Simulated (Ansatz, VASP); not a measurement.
**One calculation of Nb, two programs**

INCAR

```
PREC = Accurate
ENCUT = 520
EDIFF = 1E-6
ISMEAR = 0
SIGMA = 0.1
LREAL = False
LASPH = True
NELM = 80
ALGO = Fast
ISIF = 2
LWAVE = False
LCHARG = False
GGA = PS
NBANDS = 12
```

Contents of KPOINTS:

```
Automatic mesh
0
Gamma
  18 18 18
```

File POSCAR:

```
Nb
1.0
   -1.5855846155      1.5855846155      1.5855846155
    1.5855846155     -1.5855846155      1.5855846155
    1.5855846155      1.5855846155     -1.5855846155
Nb
1
Direct
    0.0000000000      0.0000000000      0.0000000000
```

Input for Ansatz:

```yaml
crystal:
  lattice:
    - [-1.5855846154, 1.5855846154, 1.5855846154]
    - [1.5855846154, -1.5855846154, 1.5855846154]
    - [1.5855846154, 1.5855846154, -1.5855846154]
  atoms:
    - { symbol: Nb, position: [0.0, 0.0, 0.0] }
basis:
  ecutwfc: 420
kpoints:
  mp_grid: { grid: [18, 18, 18] }
hamiltonian:
  xc: pbesol
scf:
  occupations: { method: gaussian, width: 0.1 }
output:
  forces: true
  stress: true
  eigenvalues: true
```

Alike in both runs: task single point; functional PBEsol; k mesh 18 × 18 × 18; occupations gaussian, width 0.1 eV; no spin polarisation.

|  | VASP | Ansatz |
| --- | --- | --- |
| version | VASP 6.6.1 | Ansatz 0.2.0 |
| potentials or method | VASP PAW PBE potentials, release 64 (Nb_sv), cutoff 520 eV | scalar-relativistic, plane waves, PAW |
| valence electrons in the cell | 13 | 13 |

|  | VASP | Ansatz | Ansatz less VASP |
| --- | --- | --- | --- |
| gap on the k mesh at the Fermi level (eV) | none | none | - |
| pressure (GPa) | 19.6 | 19.9 | +0.32 |

VASP's potentials were made for PBE, not for PBEsol. A gap of «none» marks a metal or a gap that the smearing closes. With one functional, cell and mesh, what is left measures potentials, basis and numerics.
